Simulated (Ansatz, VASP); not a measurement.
# Te7Se: VASP beside Ansatz

```
Te Se
1.0
     0.00000    4.77718    4.77718
     4.77718    0.00000    4.77718
     4.77718    4.77718    0.00000
Te Se
7 1
Direct
  0.50000 0.00000 0.00000
  0.00000 0.50000 0.50000
  0.00000 0.50000 0.00000
  0.50000 0.00000 0.50000
  0.00000 0.00000 0.50000
  0.50000 0.50000 0.00000
  0.50000 0.50000 0.50000
  0.00000 0.00000 0.00000
```

Change from the starting cell: species swapped into the CePd7 type (Fm-3m, No. 225).

Alike in both runs: functional PBE; k mesh 8 × 8 × 8; occupations gaussian, width 0.1 eV; no spin polarisation.

Ansatz relaxed the structure, and its values are those at the end. VASP's run is a single point on that final structure, the one shown.

```csv
,VASP,Ansatz
version,VASP 6.6.1,Ansatz 0.2.0
potentials or method,"VASP PAW PBE potentials, release 64 (Te, Se), cutoff 520 eV","scalar-relativistic, plane waves, PAW"
valence electrons in the cell,48,128
```

VASP gave:

```
gap on the k mesh at the Fermi level (eV) : none
pressure (GPa)                            : -0.1
```

Question: Estimate Ansatz's values.

Answer: gap on the k mesh at the Fermi level (eV): none; pressure (GPa): 0.0.

A gap of «none» marks a metal or a gap that the smearing closes. The functional is the same, so the differences come from potentials, cutoffs and numerics. VASP's potentials hold 48 valence electrons a cell and Ansatz's 128, so a difference there can come from the potentials and not from the codes.

Neither program's run includes spin-orbit coupling.
